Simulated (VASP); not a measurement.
A run of VASP 6.6.1 is set up as follows.

The input INCAR:

```
SYSTEM = Ge
ALGO = Normal
EDIFF = 1E-7
ENCUT = 520
ISIF = 2
ISMEAR = -1
LASPH = .TRUE.
LCHARG = .TRUE.
LELF = .TRUE.
LREAL = .FALSE.
LVHAR = .TRUE.
LWAVE = .FALSE.
NBANDS = 13
NELM = 60
PREC = Accurate
SIGMA = 0.08
```

Contents of KPOINTS:

```
k-points
0
G
  19 19 19
  0 0 0
```

File POSCAR:

```
Ge
1.0
   -1.3872249136      1.3872249136      1.3872249136
    1.3872249136     -1.3872249136      1.3872249136
    1.3872249136      1.3872249136     -1.3872249136
Ge
1
Direct
    0.0000000000      0.0000000000      0.0000000000
```

Potentials or basis: VASP PAW LDA potentials, release 64 (Ge_d).

Launch:

```bash
$ cat potpaw_LDA.64/Ge_d/POTCAR > POTCAR
$ mpirun -np 1 vasp_std > vasp.out
```

**Question.** What does it give for the pressure?

**Answer.** 131.4 GPa.

**Question.** What does it give for the band gap on the k mesh?

**Answer.** Zero (band 7 reaches 31.39 eV, above the bottom of band 8 at 8.90 eV).
